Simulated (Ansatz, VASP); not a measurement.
Ti3Al in VASP and in Ansatz

INCAR

```
SYSTEM = Ti3Al
PREC     = Accurate       ! precision mode
ENCUT    = 520            ! plane-wave cutoff, eV
EDIFF    = 1E-6           ! SCF threshold, eV
ISMEAR   = 0              ! smearing method
SIGMA    = 0.15           ! smearing width, eV
LREAL    = .FALSE.        ! projectors in reciprocal space
LASPH    = .TRUE.         ! aspherical terms in the spheres
NELM     = 60             ! most SCF steps
ALGO     = Fast           ! electronic algorithm
ISIF     = 2              ! what is computed and relaxed
LWAVE    = .FALSE.        ! write WAVECAR
LCHARG   = .FALSE.        ! write CHGCAR
GGA      = PS             ! functional
NBANDS   = 28             ! bands
```

Contents of KPOINTS:

```
regular mesh
0
G
  18 18 6
  0 0 0
```

File POSCAR:

```
Ti3Al
1.0
    2.7807091719      0.0000000000      0.0000000000
   -1.3903545859      2.4081647834      0.0000000000
    0.0000000000      0.0000000000      9.9082229214
Ti Al
3 1
Direct
    0.6666666667      0.3333333333      0.0000000000
    0.3333333333      0.6666666667      0.7511732072
    0.3333333333      0.6666666667      0.2488267928
    0.6666666667      0.3333333333      0.5000000000
```

Input for Ansatz:

```yaml
crystal:
  lattice:
    - [2.7807091719, 0.0, 0.0]
    - [-1.3903545859, 2.4081647834, 0.0]
    - [0.0, 0.0, 9.9082229214]
  atoms:
    - { symbol: Ti, position: [0.6666666667, 0.3333333333, 0.0] }
    - { symbol: Ti, position: [0.3333333333, 0.6666666667, 0.7511732072] }
    - { symbol: Ti, position: [0.3333333333, 0.6666666667, 0.2488267928] }
    - { symbol: Al, position: [0.6666666667, 0.3333333333, 0.5] }
basis:
  ecutwfc: 520.0
kpoints:
  mp_grid: { grid: [18, 18, 6] }
hamiltonian:
  xc: pbesol
  pseudopotentials: { kind: paw, azcp: { folder: soft_1 } }
scf:
  occupations: { method: gaussian, width: 0.15 }
output:
  forces: true
  stress: true
  eigenvalues: true
```

Alike in both runs: task single point; functional PBEsol; k mesh 18 × 18 × 6; occupations gaussian, width 0.15 eV; no spin polarisation.

|  | VASP | Ansatz |
| --- | --- | --- |
| version | VASP 6.6.1 | Ansatz 0.2.0 |
| potentials or method | VASP PAW PBE potentials, release 64 (Ti_sv, Al), cutoff 520 eV | scalar-relativistic, plane waves, PAW |
| valence electrons in the cell | 39 | 39 |

|  | VASP | Ansatz | Ansatz less VASP |
| --- | --- | --- | --- |
| gap on the k mesh at the Fermi level (eV) | none | none | - |
| pressure (GPa) | -0.4 | -0.3 | +0.13 |
| traceless stress, the component that is largest in VASP (GPa) | -10.31 | -10.41 | -0.106 |
| rms of the force components (eV/Å) | 0.138 | 0.141 | +0.0035 |

VASP's potentials were made for PBE, not for PBEsol, and Ansatz warns of the same on its side. Atom by atom the forces differ by 0.004 eV/Å (rms over components). A gap of «none» marks a metal or a gap that the smearing closes.
